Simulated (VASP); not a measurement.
# Be2H (P-3m1) in VASP: notebook

The runs below take Be2H through single point, relaxation of cell and atoms, with PBE.

Everything below comes from runs of VASP 6.6.1. Logs are shortened: lines on timing, memory, paths and dates and some standing lists are left out, and cuts for length are marked.

## 1. The cell of the first run

It takes space group P-3m1 (No. 164, trigonal). Conventional cell: a = 2.539 Å, b = 2.539 Å, c = 3.577 Å, α = 90.00°, β = 90.00°, γ = 120.00°. Be (site symmetry 3m) has 3 H at 1.74 Å and 3 Be at 2.25 Å within 2.3 Å. Within 2.3 Å of H (site symmetry -3m) lie 6 Be at 1.74 Å.

## 2. Single point, PBE

INCAR

```
PREC = Accurate
ENCUT = 520
EDIFF = 1E-6
ISMEAR = 0
SIGMA = 0.1
LREAL = F
LASPH = T
NELM = 100
ALGO = Normal
ISIF = 2
LWAVE = F
LCHARG = F
GGA = PE
NBANDS = 10
```

KPOINTS

```
Automatic mesh
0
Gamma
  24 24 12
```

POSCAR

```
Be2H
1.0
    2.5389896759      0.0000000000      0.0000000000
   -1.2694948380      2.1988295592      0.0000000000
    0.0000000000      0.0000000000      3.5769401822
Be H
2 1
Direct
    0.3333333333      0.6666666667      0.7388453027
    0.6666666667      0.3333333333      0.2611546973
    0.0000000000      0.0000000000      0.0000000000
```

Potentials or basis: VASP PAW PBE potentials, release 64 (Be, H).

Started as:

```sh
$ cat potpaw_PBE.64/Be/POTCAR potpaw_PBE.64/H/POTCAR > POTCAR
$ mpirun -np 1 vasp_std > vasp.out
```

OUTCAR:

```text
PREC = Accurate
   ENCUT = 520
   EDIFF = 1E-6
   ISMEAR = 0
   LREAL = F
   LASPH = T
   NELM = 100
   ISIF = 2
   GGA = PE

 ion  position               nearest neighbor table
   1  0.333  0.667  0.739-   2 2.25   2 2.25   2 2.25   2 2.37   2 2.37   2 2.37
   2  0.667  0.333  0.261-   1 2.25   1 2.25   1 2.25   1 2.37   1 2.37   1 2.37
   3  0.000  0.000  0.000-

  LATTYP: Found a hexagonal cell.
 ALAT       =     2.5389896759
 C/A-ratio  =     1.4088045399

  Lattice vectors:

 A1 = (   2.5389896759,   0.0000000000,   0.0000000000)
 A2 = (  -1.2694948380,   2.1988295592,   0.0000000000)
 A3 = (   0.0000000000,   0.0000000000,   3.5769401822)

Analysis of symmetry for initial positions (statically):
=====================================================================
 Subroutine PRICEL returns:
 Original cell was already a primitive cell.

 Routine SETGRP: Setting up the symmetry group for a
 hexagonal supercell.

 Subroutine GETGRP returns: Found 12 space group operations
 (whereof 12 operations were pure point group operations)
 out of a pool of 24 trial point group operations.

The static configuration has the point symmetry D_3d.

Analysis of symmetry for dynamics (positions and initial velocities):
=====================================================================
 Subroutine PRICEL returns:
 Original cell was already a primitive cell.

 Routine SETGRP: Setting up the symmetry group for a
 hexagonal supercell.

 Subroutine GETGRP returns: Found 12 space group operations
 (whereof 12 operations were pure point group operations)
 out of a pool of 24 trial point group operations.

The dynamic configuration has the point symmetry D_3d.

 Subroutine INISYM returns: Found 12 space group operations
 (whereof 12 operations are pure point group operations),
 and found     1 'primitive' translations

----------------------------------------------------------------------------------------

                                     Primitive cell

  volume of cell :      19.9694

  direct lattice vectors                    reciprocal lattice vectors
     2.538989676  0.000000000  0.000000000     0.393857450  0.227393705  0.000000000
    -1.269494838  2.198829559  0.000000000     0.000000000  0.454787410  0.000000000
     0.000000000  0.000000000  3.576940182     0.000000000  0.000000000  0.279568556

  length of vectors
     2.538989676  2.538989676  3.576940182     0.454787410  0.454787410  0.279568556

  position of ions in fractional coordinates (direct lattice)
     0.333333333  0.666666667  0.738845303
     0.666666667  0.333333333  0.261154697
     0.000000000  0.000000000  0.000000000

  ion indices of the primitive-cell ions
   primitive index   ion index
                 1           1
                 2           2
                 3           3

----------------------------------------------------------------------------------------

 KPOINTS: Automatic mesh

Automatic generation of k-mesh.
 Grid dimensions read from file:
 generate k-points for:   24   24   12

 Generating k-lattice:

  Cartesian coordinates                     Fractional coordinates (reciprocal lattice)
     0.016410727  0.009474738  0.000000000     0.041666667  0.000000000  0.000000000
     0.000000000  0.018949475  0.000000000     0.000000000  0.041666667  0.000000000
     0.000000000  0.000000000  0.023297380     0.000000000  0.000000000  0.083333333

  Length of vectors
     0.018949475  0.018949475  0.023297380

  Shift w.r.t. Gamma in fractional coordinates (k-lattice)
     0.000000000  0.000000000  0.000000000

 Subroutine IBZKPT returns following result:
 ===========================================

 Found    667 irreducible k-points:

 Following reciprocal coordinates:
            Coordinates               Weight
  0.000000  0.000000  0.000000      1.000000
  0.041667 -0.000000  0.000000      6.000000
  0.083333  0.000000  0.000000      6.000000
  0.125000  0.000000  0.000000      6.000000
  0.166667  0.000000  0.000000      6.000000
  0.208333  0.000000  0.000000      6.000000
[... 16 lines left out ...]
  0.416667  0.041667  0.000000     12.000000
  0.458333  0.041667  0.000000     12.000000
 [... further k-points ...]
   k-points           NKPTS =    667   k-points in BZ     NKDIM =    667   number of bands    NBANDS=     10
   number of dos      NEDOS =    301   number of ions     NIONS =      3
   total plane-waves  NPLWV =  11200
   dimension x,y,z NGX =    20 NGY =   20 NGZ =   28
   dimension x,y,z NGXF=    40 NGYF=   40 NGZF=   56
   ions per type =               2   1
   NGX,Y,Z   is equivalent  to a cutoff of  13.10, 13.10, 13.01 a.u.
   NGXF,Y,Z  is equivalent  to a cutoff of  26.19, 26.19, 26.03 a.u.
 SYSTEM =  unknown system
   PREC   = accura    normal or accurate (medium, high low for compatibility)
   ISTART =      0    job   : 0-new  1-cont  2-samecut
   ICHARG =      2    charge: 1-file 2-atom 10-const
   ISPIN  =      1    spin polarized calculation?
   LNONCOLLINEAR =      F non collinear calculations
   LSORBIT =      F    spin-orbit coupling
   LASPH  =      T    aspherical Exc in radial PAW
   ENCUT  =  520.0 eV  38.22 Ry    6.18 a.u.   4.72  4.72  6.65*2*pi/ulx,y,z
   NELM   =    100;   NELMIN=  2; NELMDL= -5     # of ELM steps
   EDIFF  = 0.1E-05   stopping-criterion for ELM
   LREAL  =      F    real-space projection
   EDIFFG = 0.1E-04   stopping-criterion for IOM
   NSW    =      0    number of steps for IOM
   IBRION =     -1    ionic relax: 0-MD 1-quasi-New 2-CG
   NFREE  =      0    steps in history (QN), initial steepest desc. (CG)
   ISIF   =      2    stress and relaxation
   ISYM   =      2    0-nonsym 1-usesym 2-fastsym
   POTIM  = 0.5000    time-step for ionic-motion
   TEBEG  =    0.0;   TEEND  =   0.0 temperature during run
   PSTRESS=    0.0 pullay stress
   NELECT =       5.0000    total number of electrons
   NUPDOWN=      -1.0000    fix difference up-down
   EMIN   =  10.00;   EMAX   =-10.00  energy-range for DOS
   EFERMI =   0.00;   METHOD = LEGACY
   ISMEAR =     0;   SIGMA  =   0.10  broadening in eV -4-tet -1-fermi 0-gaus
   EFERMI_NEDOS =   21; number of points for ismear=-14 and -15
   IALGO  =     38    algorithm
   IMIX   =      4    mixing-type and parameters
     AMIX     =   0.40;   BMIX     =  1.00
     AMIX_MAG =   1.60;   BMIX_MAG =  1.00
  volume/ion in A,a.u.               =       6.66        44.92
  Fermi-wavevector in a.u.,A,eV,Ry     =   1.031835  1.949885 14.485888  1.064683
  Thomas-Fermi vector in A             =   2.166002
   LORBIT       =      0    0 simple, 1 ext, 2 COOP (PROOUT), +10 PAW based schemes
   GGA     = PE    functional components
   LHFCALC =     F    Hartree Fock is set to
   AEXX    =    0.0000 exact exchange contribution
   IVDW    =     0    specifies the selected vdW correction
   LEPSILON=     F    determine dielectric tensor
   LRPA    =     F    only Hartree local field effects (RPA)
 non-spin polarized calculation
 Gauss-broadening in eV      SIGMA  =   0.10
  energy-cutoff  :      520.00
  volume of cell :       19.97
 maximum number of plane-waves:       565
   NGX =  9   NGY =  9   NGZ = 13

 number of electron       5.0000001 magnetization

 Free energy of the ion-electron system (eV)
  ---------------------------------------------------
  ext. energy  EPLUGINS =         0.00000000
  ---------------------------------------------------
  free energy    TOTEN  =        -9.53197074 eV

  energy without entropy =       -9.52848805  energy(sigma->0) =       -9.53022939

 E-fermi :   6.4061     XC(G=0): -10.4210

 val. band max:        6.4053720681   @ k =   0.2500   0.2083   0.5000
 cond. band min:       6.4077186388   @ k =   0.5000   0.0000   0.3333
 fundamental gap:      0.0023465707
 Fermi energy:         6.4060871409

 k-point     1 :       0.0000    0.0000    0.0000
  band No.  band energies     occupation
      1      -6.6673      2.00000
      2       1.5765      2.00000
      3       7.2543      0.00000
      4      17.0589      0.00000
      5      17.0589      0.00000
      6      19.2191      0.00000
      7      19.4006      0.00000
      8      19.4006      0.00000
      9      24.2615      0.00000
     10      28.4534      0.00000

 k-point     2 :       0.0417   -0.0000    0.0000
  band No.  band energies     occupation
      1      -6.6255      2.00000
      2       1.6261      2.00000
      3       7.2698      0.00000
      4      16.6076      0.00000
      5      16.7480      0.00000
      6      18.4610      0.00000
      7      19.6714      0.00000
      8      20.3085      0.00000
      9      24.0986      0.00000
     10      28.1735      0.00000

 k-point     3 :       0.0833    0.0000    0.0000
  band No.  band energies     occupation
      1      -6.5000      2.00000
      2       1.7747      2.00000
      3       7.3137      0.00000
      4      15.3905      0.00000
      5      16.0847      0.00000
      6      18.0750      0.00000
      7      20.1907      0.00000
      8      20.9874      0.00000
      9      23.6080      0.00000
     10      27.2885      0.00000

 k-point     4 :       0.1250    0.0000    0.0000
  band No.  band energies     occupation
      1      -6.2916      2.00000
      2       2.0216      2.00000
      3       7.3752      0.00000
      4      13.8986      0.00000
      5      15.3394      0.00000
      6      17.8407      0.00000
      7      20.6343      0.00000
      8      21.1418      0.00000
      9      22.8178      0.00000
     10      26.2291      0.00000

 k-point     5 :       0.1667    0.0000    0.0000
  band No.  band energies     occupation
      1      -6.0012      2.00000
      2       2.3652      2.00000
      3       7.4254      0.00000
      4      12.4071      0.00000
      5      14.6103      0.00000
      6      17.5742      0.00000
      7      20.7187      0.00000
      8      20.8702      0.00000
      9      21.8408      0.00000
     10      25.2130      0.00000

 k-point     6 :       0.2083    0.0000    0.0000
  band No.  band energies     occupation
      1      -5.6305      2.00000
      2       2.8022      2.00000
      3       7.3865      0.00000
      4      11.0811      0.00000
      5      13.9357      0.00000
      6      17.1694      0.00000
      7      19.8860      0.00000
      8      20.7829      0.00000
      9      20.8927      0.00000
     10      24.4130      0.00000
[... 183 lines left out ...]
 k-point    21 :       0.3333    0.0417    0.0000
  band No.  band energies     occupation
      1      -3.7446      2.00000
      2       4.2052      2.00000
      3       5.6748      2.00000
      4       9.7903      0.00000
      5      11.9771      0.00000
      6      13.7198      0.00000
      7      16.8835      0.00000
      8      18.2279      0.00000
      9      20.1599      0.00000
     10      22.6854      0.00000

 k-point    22 :       0.3750    0.0417    0.0000
  band No.  band energies     occupation
      1      -3.1175      2.00000
      2       3.3936      2.00000
      3       6.3026      1.85686
      4       9.9619      0.00000
      5      11.7074      0.00000
      6      12.5170      0.00000
      7      15.9875      0.00000
      8      18.0463      0.00000
      9      19.9821      0.00000
     10      22.5005      0.00000

 k-point    23 :       0.4167    0.0417    0.0000
  band No.  band energies     occupation
      1      -2.5360      2.00000
      2       2.5625      2.00000
      3       7.1982      0.00000
      4       9.8672      0.00000
      5      11.4702      0.00000
      6      11.7111      0.00000
      7      15.2779      0.00000
      8      17.9358      0.00000
      9      19.8563      0.00000
     10      22.3840      0.00000

 k-point    24 :       0.4583    0.0417    0.0000
  band No.  band energies     occupation
      1      -2.1467      2.00000
      2       2.0333      2.00000
      3       8.1859      0.00000
      4       9.1751      0.00000
      5      11.2355      0.00000
      6      11.5934      0.00000
      7      14.8662      0.00000
      8      17.8824      0.00000
      9      19.7913      0.00000
     10      22.3278      0.00000

 [... further k-points ...]
[... 5 lines left out ...]
  --------------------------------------------------------------------------------------
  -------------------------------------------------------------------------------------
  Total       -0.0051557     -0.0051557     -0.0023755      0.0000000      0.0000000      0.0000000
  in kB       -0.4136491     -0.4136491     -0.1905898      0.0000000      0.0000000      0.0000000
  external PRESSURE =      -0.3392960 kB  Pullay stress =       0.0000000 kB

 VOLUME and BASIS-vectors are now :
 -----------------------------------------------------------------------------
  energy-cutoff  :      520.00
  volume of cell :       19.97
      direct lattice vectors                 reciprocal lattice vectors
     2.538989676  0.000000000  0.000000000     0.393857450  0.227393705  0.000000000
    -1.269494838  2.198829559  0.000000000     0.000000000  0.454787410  0.000000000
     0.000000000  0.000000000  3.576940182     0.000000000  0.000000000  0.279568556

 POSITION                                       TOTAL-FORCE (eV/Angst)
 -----------------------------------------------------------------------------------
     -0.00000      1.46589      2.64281         0.000000     -0.000000     -0.002174
      1.26949      0.73294      0.93413        -0.000000     -0.000000      0.002174
      0.00000      0.00000      0.00000         0.000000      0.000000      0.000000
 -----------------------------------------------------------------------------------
    total drift:                               -0.000000      0.000000      0.000000

  FREE ENERGIE OF THE ION-ELECTRON SYSTEM (eV)
  ---------------------------------------------------
  free  energy   TOTEN  =        -9.5319707415 eV

  energy  without entropy=       -9.5284880484  energy(sigma->0) =       -9.53022939
```

Wall time 38 s (1 thread of AMD EPYC 9R45 (Zen 5), shared host); peak memory 0.2 GiB.

Results:

| Item | Value |
| --- | --- |
| Free energy | -9.5320 eV |
| Pressure | 0.0 GPa |

Forces on the atoms (eV/Å):
```
Be   0.000  0.000 -0.002
Be   0.000  0.000  0.002
H    0.000  0.000  0.000
```

Levels at points of the mesh, in eV from the Fermi level:
```tsv
k point	band 1	band 2	band 3	band 4	band 5
(0.00, 0.00, 0.00)	-13.07	-4.83	0.85	10.65	10.65
(0.50, 0.00, 0.00)	-8.53	-4.48	2.27	2.30	5.18
(0.00, 0.00, 0.50)	-12.07	-8.45	9.61	11.31	12.14
(0.50, 0.00, 0.50)	-7.61	-4.26	-1.39	-0.78	7.67
```

[end of part 1 of 3]
